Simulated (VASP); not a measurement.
SnO2: single point with PBE+D3(BJ)

SnO2, a slab with vacuum:

```
O Sn
1.0
     6.46009    0.00000    0.00000
     0.00000    6.77887    0.00000
     0.00000    0.00000   22.01678
O Sn
16 8
Direct
  0.00000 0.00000 0.36336
  0.50000 0.00000 0.36336
  0.25000 0.30621 0.42303
  0.75000 0.30621 0.42303
  0.25000 0.69379 0.42303
  0.75000 0.69379 0.42303
  0.00000 0.00000 0.48269
  0.50000 0.00000 0.48269
  0.00000 0.50000 0.51669
  0.50000 0.50000 0.51669
  0.25000 0.81415 0.58601
  0.75000 0.81415 0.58601
  0.25000 0.18585 0.58601
  0.75000 0.18585 0.58601
  0.00000 0.50000 0.63793
  0.50000 0.50000 0.63793
  0.00000 0.50000 0.42303
  0.50000 0.50000 0.42303
  0.25000 0.00000 0.42303
  0.75000 0.00000 0.42303
  0.00000 0.00000 0.57384
  0.50000 0.00000 0.57384
  0.25000 0.50000 0.58421
  0.75000 0.50000 0.58421
```

```
Program             : VASP 6.6.1
Task                : single point
Functional          : PBE
Dispersion          : D3(BJ)
Potentials or basis : VASP PAW PBE potentials, release 64 (O, Sn_d)
Cutoff              : 520 eV
k mesh              : 3 × 2 × 1
Occupations         : gaussian, width 0.05 eV
Spin                : no spin polarisation
```

The largest force is 3.202 eV/Å and the band gap on the k mesh is 0.46 eV. The dispersion energy per atom is -0.147 eV.

Forces in eV/Å, atoms in the order of the input:
```
O    0.000  0.000  1.114
O    0.000  0.000  1.114
O    0.000  1.124 -0.750
O    0.000  1.124 -0.750
O    0.000 -1.124 -0.750
O    0.000 -1.124 -0.750
O    0.000  0.000  1.041
O    0.000  0.000  1.041
O    0.000  0.000  0.074
O    0.000  0.000  0.074
O    0.000 -0.018  0.006
O    0.000 -0.018  0.006
O    0.000  0.018  0.006
O    0.000  0.018  0.006
O    0.000  0.000  0.053
O    0.000  0.000  0.053
Sn   0.000  0.000  2.380
Sn   0.000  0.000  2.380
Sn   0.000  0.000 -3.202
Sn   0.000  0.000 -3.202
Sn   0.000  0.000  0.063
Sn   0.000  0.000  0.063
Sn   0.000  0.000 -0.036
Sn   0.000  0.000 -0.036
```

Levels at points of the mesh, in eV from the valence-band top:
```tsv
k point	band 102	band 103	band 104	band 105	band 106	band 107
(0.00, 0.00, 0.00)	-0.22	-0.05	-0.01	0.46	1.31	2.10
(0.00, 0.50, 0.00)	-0.27	-0.25	-0.03	1.09	1.67	2.18
```

Run time: 15 min on 1 thread of Intel(R) Xeon(R) Platinum 8259CL CPU @ 2.50GHz (Skylake/Cascade Lake) (shared host), peak memory 0.92 GiB.

Caveat: the k points lie up to 0.46 Å⁻¹ apart; spin-orbit coupling is left out, which moves the levels of the heavy elements.
